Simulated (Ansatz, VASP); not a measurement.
Two plane-wave programs on TePb

```
CELL_PARAMETERS angstrom
4.00229 0.00000 0.00000
0.00000 4.00229 0.00000
0.00000 0.00000 4.00229
ATOMIC_POSITIONS crystal
Pb 0.00000 0.00000 0.00000
Te 0.50000 0.50000 0.50000
```

Alike in both runs: task single point; functional PBE; k mesh 7 × 7 × 7; occupations gaussian, width 0.024 eV; no spin polarisation.

|  | VASP | Ansatz |
| --- | --- | --- |
| version | VASP 6.6.1 | Ansatz 0.2.0 |
| potentials or method | VASP PAW PBE potentials, release 64 (Pb_d, Te) | Ansatz PAW |
| plane-wave cutoff (eV) | 500 | 420 |
| valence electrons in the cell | 20 | 30 |

|  | VASP | Ansatz | Ansatz less VASP |
| --- | --- | --- | --- |
| gap on the k mesh at the Fermi level (eV) | none | none | - |
| pressure (GPa) | 0.1 | 0.1 | +0.04 |

A gap of «none» marks a metal or a gap that the smearing closes. The functional is the same, so the differences come from potentials, cutoffs and numerics. VASP's potentials hold 20 valence electrons a cell and Ansatz's 30, so a difference there can come from the potentials and not from the codes.

Neither program's run includes spin-orbit coupling.
